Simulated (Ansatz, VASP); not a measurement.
Two plane-wave programs on Cd3Te5

```xyz
8
Lattice="6.7964 0.0000 0.0000 0.0000 6.7964 0.0000 0.0000 0.0000 6.7964" Properties=species:S:1:pos:R:3 pbc="T T T"
Cd    3.3982    0.0000    3.3982
Cd    3.3982    3.3982    0.0000
Cd    0.0000    3.3982    3.3982
Te    0.0000    0.0000    0.0000
Te    1.8144    4.9820    4.9820
Te    4.9820    4.9820    1.8144
Te    4.9820    1.8144    4.9820
Te    1.8144    1.8144    1.8144
```

Alike in both runs: functional PBE; k mesh 6 × 6 × 6; occupations gaussian, width 0.1 eV; no spin polarisation.

Ansatz relaxed the structure, and its values are those at the end. VASP's run is a single point on that final structure, the one shown.

|  | VASP | Ansatz |
| --- | --- | --- |
| version | VASP 6.6.1 | Ansatz 0.2.0 |
| potentials or method | VASP PAW PBE potentials, release 64 (Cd, Te), cutoff 520 eV | scalar-relativistic, plane waves, PAW |
| valence electrons in the cell | 66 | 140 |

```tsv
	VASP	Ansatz	Ansatz less VASP
gap on the k mesh at the Fermi level (eV)	none	none	-
pressure (GPa)	0.1	0.0	-0.06
rms of the force components (eV/Å)	0.006	0.000	-0.0055
```

A gap of «none» marks a metal or a gap that the smearing closes. With one functional, cell and mesh, what is left measures potentials, basis and numerics. VASP's potentials hold 66 valence electrons a cell and Ansatz's 140, so a difference there can come from the potentials and not from the codes.

Spin-orbit coupling is off throughout.
